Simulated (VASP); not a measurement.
Here is a VASP 6.6.1 calculation.

The input POSCAR:

```
VO2
1.0
    4.5300000000      0.0000000000      0.0000000000
    0.0000000000      4.5300000000      0.0000000000
    0.0000000000      0.0000000000      2.8690000000
V O
2 4
Direct
    0.0000000000      0.0000000000      0.0000000000
    0.5000000000      0.5000000000      0.5000000000
    0.3050000000      0.3050000000      0.0000000000
    0.1950000000      0.8050000000      0.5000000000
    0.6950000000      0.6950000000      0.0000000000
    0.8050000000      0.1950000000      0.5000000000
```

INCAR.step1

```
SYSTEM = VO2
  ALGO = Normal
  EDIFF = 1E-5
  ENCUT = 660
  GGA = PE
  GGA_COMPAT = .False.
  ISMEAR = -1
  ISPIN = 2
  LASPH = .True.
  LCHARG = .False.
  LMAXMIX = 4
  LREAL = .False.
  LWAVE = .True.
  MAGMOM = 1 1 0 0 0 0
  NBANDS = 38
  NELM = 200
  PREC = Accurate
  SIGMA = 0.1
```

File INCAR.step2:

```
SYSTEM = VO2
  ALGO = Normal
  EDIFF = 1E-6
  ENCUT = 660
  GGA_COMPAT = .False.
  ISIF = 2
  ISMEAR = -1
  ISPIN = 2
  ISTART = 1
  LASPH = .True.
  LCHARG = .False.
  LMAXMIX = 4
  LMIXTAU = .True.
  LORBIT = 11
  LREAL = .False.
  LWAVE = .False.
  MAGMOM = 1 1 0 0 0 0
  METAGGA = R2SCAN
  NBANDS = 38
  NELM = 200
  PREC = Accurate
  SIGMA = 0.1
```

KPOINTS

```
k-points
0
Gamma
  5 5 7
  0 0 0
```

Potentials or basis: VASP PAW PBE potentials, release 64 (V_sv, O).

Command:

```bash
$ cat potpaw_PBE.64/V_sv/POTCAR potpaw_PBE.64/O/POTCAR > POTCAR
$ cp INCAR.step1 INCAR
$ mpirun -np 1 vasp_std > vasp.out
$ cp INCAR.step2 INCAR
$ mpirun -np 1 vasp_std > vasp.out
```

(1) What does it give for the net moment?

(2) Predict the largest force.

(3) What does it give for the pressure?

(4) What does it give for the site moments?

## Answers

(1) 2.00 μB per cell.

(2) 0.414 eV/Å.

(3) 0.0 GPa.

(4) V +1.12; O -0.08 μB.

Caveat: the PAW data sets were made with another functional, which shifts forces and pressure a little.
